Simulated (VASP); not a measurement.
Set up this calculation in VASP 6.6.1, as the native input.

| Quantity | Value |
| --- | --- |
| Task | single point |
| Functional | LDA |
| Potentials or basis | VASP PAW LDA potentials, release 64 (Ta_pv) |
| Cutoff | 520 eV |
| k mesh | 15 × 15 × 1 |
| Occupations | fermi-dirac, width 0.08 eV |
| Spin | no spin polarisation |
| Dipole correction | yes |
| Further INCAR settings | ALGO = Normal; EDIFF = 1e-06; NBANDS = 36 |

The structure of Ta lies in POSCAR:

```
Ta
1.0
    2.8173712975      0.0000000000      0.0000000000
   -0.9391237658      2.6562431328      0.0000000000
    0.0000000000      0.0000000000     25.2015000000
Ta
5
Direct
    0.0000000000      0.0000000000      0.3213221709
    0.5000000000      0.5000000000      0.4088760544
    0.0000000000      0.0000000000      0.4999999999
    0.5000000000      0.5000000000      0.5911239455
    0.0000000000      0.0000000000      0.6786778293
```

One way to write it, as run:

INCAR

```
SYSTEM = Ta
ALGO = Normal
DIPOL = 0.5 0.5 0.500
EDIFF = 1E-6
ENCUT = 520
GGA = CA
IDIPOL = 3
ISIF = 2
ISMEAR = -1
LASPH = .True.
LCHARG = .True.
LDIPOL = .True.
LELF = .True.
LREAL = .False.
LVACPOTAV = .True.
LVHAR = .True.
LWAVE = .False.
NBANDS = 36
NELM = 60
PREC = Accurate
SIGMA = 0.08
```

KPOINTS

```
k-points
0
Gamma
  15 15 1
  0 0 0
```

Potentials or basis: VASP PAW LDA potentials, release 64 (Ta_pv).

The run is started by

```console
$ cat potpaw_LDA.64/Ta_pv/POTCAR > POTCAR
$ mpirun -np 1 vasp_std > vasp.out
```

It gave:

```yaml
Largest_force: 0.048 eV/Å
```

It took 11 min on 1 thread of Intel(R) Xeon(R) Platinum 8124M CPU @ 3.00GHz (Skylake/Cascade Lake), with other jobs on the host, peak memory 0.46 GiB.
